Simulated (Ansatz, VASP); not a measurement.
**Co3Si2 in VASP and in Ansatz**

File INCAR:

```
SYSTEM = Co3Si2
PREC = Accurate
ENCUT = 600
EDIFF = 1E-7
ISMEAR = 0
SIGMA = 0.1
LREAL = .False.
LASPH = .True.
NELM = 100
ALGO = Fast
ISIF = 3
LWAVE = .False.
LCHARG = .False.
GGA = PE
IBRION = 2
NSW = 100
EDIFFG = -0.01
```

The input KPOINTS:

```
Automatic mesh
0
Gamma
  12 12 8
  0 0 0
```

POSCAR

```
Co3Si2
1.0
    3.7666838455      0.0000000000      0.0000000000
   -1.8833419228      3.2620438983      0.0000000000
    0.0000000000      0.0000000000      4.7206751093
Co Si
3 2
Direct
    0.0000000000      0.0000000000      0.0000000000
    0.3333333333      0.6666666667      0.6702913388
    0.6666666667      0.3333333333      0.3297086612
    0.3333333333      0.6666666667      0.1878224798
    0.6666666667      0.3333333333      0.8121775202
```

Input for Ansatz:

```yaml
crystal:
  lattice:
    - [3.7666838455, 0.0, 0.0]
    - [-1.8833419228, 3.2620438983, 0.0]
    - [0.0, 0.0, 4.7206751093]
  atoms:
    - { symbol: Co, position: [0.0, 0.0, 0.0] }
    - { symbol: Co, position: [0.3333333333, 0.6666666667, 0.6702913388] }
    - { symbol: Co, position: [0.6666666667, 0.3333333333, 0.3297086612] }
    - { symbol: Si, position: [0.3333333333, 0.6666666667, 0.1878224798] }
    - { symbol: Si, position: [0.6666666667, 0.3333333333, 0.8121775202] }
basis:
  ecutwfc: 420
kpoints:
  mp_grid: { grid: [12, 12, 8] }
hamiltonian:
  xc: pbe
scf:
  occupations: { method: gaussian, width: 0.1 }
output:
  forces: true
  stress: true
  eigenvalues: true
relax:
  adjacent_minimum: "off"
  f_tol: 0.01
  max_steps: 80
  cell: { stress_tol: 0.05 }
```

Alike in both runs: task relaxation of cell and atoms; functional PBE; k mesh 12 × 12 × 8; occupations gaussian, width 0.1 eV; no spin polarisation.

|  | VASP | Ansatz |
| --- | --- | --- |
| version | VASP 6.6.1 | Ansatz 0.2.0 |
| potentials or method | VASP PAW PBE potentials, release 64 (Co, Si), cutoff 600 eV | scalar-relativistic, plane waves, PAW |
| valence electrons in the cell | 35 | 59 |

|  | VASP | Ansatz | Ansatz less VASP |
| --- | --- | --- | --- |
| gap on the k mesh at the Fermi level, each at its own relaxed structure (eV) | none | none | - |
| relaxed volume (Å³/atom) | 11.60 | 11.61 | +0.006 |
| relaxed cell length with the largest relative difference (Å) | 4.711 | 4.714 | +0.0024 |

A gap of «none» marks a metal or a gap that the smearing closes. VASP's potentials hold 35 valence electrons a cell and Ansatz's 59, so a difference there can come from the potentials and not from the codes.
